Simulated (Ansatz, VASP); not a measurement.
**Two plane-wave programs on GaAs**

Contents of INCAR:

```
SYSTEM = GaAs
ALGO     = Normal         ! electronic algorithm
EDIFF    = 1E-6           ! SCF threshold, eV
ENCUT    = 520            ! plane-wave cutoff, eV
GGA      = PE             ! functional
ISIF     = 2              ! what is computed and relaxed
ISMEAR   = 0              ! smearing method
LASPH    = .TRUE.         ! aspherical terms in the spheres
LCHARG   = .TRUE.         ! write CHGCAR
LELF     = .TRUE.         ! ELF
LREAL    = .FALSE.        ! projectors in reciprocal space
LVHAR    = .TRUE.       
LWAVE    = .FALSE.        ! write WAVECAR
NBANDS   = 16             ! bands
NELM     = 100            ! most SCF steps
PREC     = Accurate       ! precision mode
SIGMA    = 0.1            ! smearing width, eV
```

KPOINTS

```
k-points
0
G
  6 6 6
  0 0 0
```

The input POSCAR:

```
GaAs
1.0
   -1.8807739600      1.8807739600      3.0258508800
    1.8807739600     -1.8807739600      3.0258508800
    1.8807739600      1.8807739600     -3.0258508800
Ga As
1 1
Direct
    0.0000000000      0.0000000000      0.0000000000
    0.5000000000      0.5000000000      0.0000000000
```

Input for Ansatz:

```yaml
crystal:
  lattice:
    - [-1.88077396, 1.88077396, 3.02585088]
    - [1.88077396, -1.88077396, 3.02585088]
    - [1.88077396, 1.88077396, -3.02585088]
  atoms:
    - { symbol: Ga, position: [0.0, 0.0, 0.0] }
    - { symbol: As, position: [0.5, 0.5, 0.0] }
basis:
  ecutwfc: 420
kpoints:
  mp_grid: { grid: [6, 6, 6] }
hamiltonian:
  xc: pbe
scf:
  occupations: { method: gaussian, width: 0.1 }
  lower_state_search: "off"
output:
  forces: true
  stress: true
  eigenvalues: true
```

Change from the starting cell: species swapped into the TlF type (I4/mmm, No. 139).

Alike in both runs: task single point; functional PBE; k mesh 6 × 6 × 6; occupations gaussian, width 0.1 eV; no spin polarisation.

|  | VASP | Ansatz |
| --- | --- | --- |
| version | VASP 6.6.1 | Ansatz 0.2.0 |
| potentials or method | VASP PAW PBE potentials, release 64 (Ga_d, As), cutoff 520 eV | scalar-relativistic, plane waves, PAW |
| valence electrons in the cell | 18 | 28 |

|  | VASP | Ansatz | Ansatz less VASP |
| --- | --- | --- | --- |
| gap on the k mesh at the Fermi level (eV) | none | none | - |
| pressure (GPa) | -3.3 | -3.4 | -0.10 |
| traceless stress, the component that is largest in VASP (GPa) | -4.57 | -4.48 | +0.090 |

A gap of «none» marks a metal or a gap that the smearing closes. VASP's potentials hold 18 valence electrons a cell and Ansatz's 28, so a difference there can come from the potentials and not from the codes.

The k mesh is coarse, so the values compare programs but aren't converged.
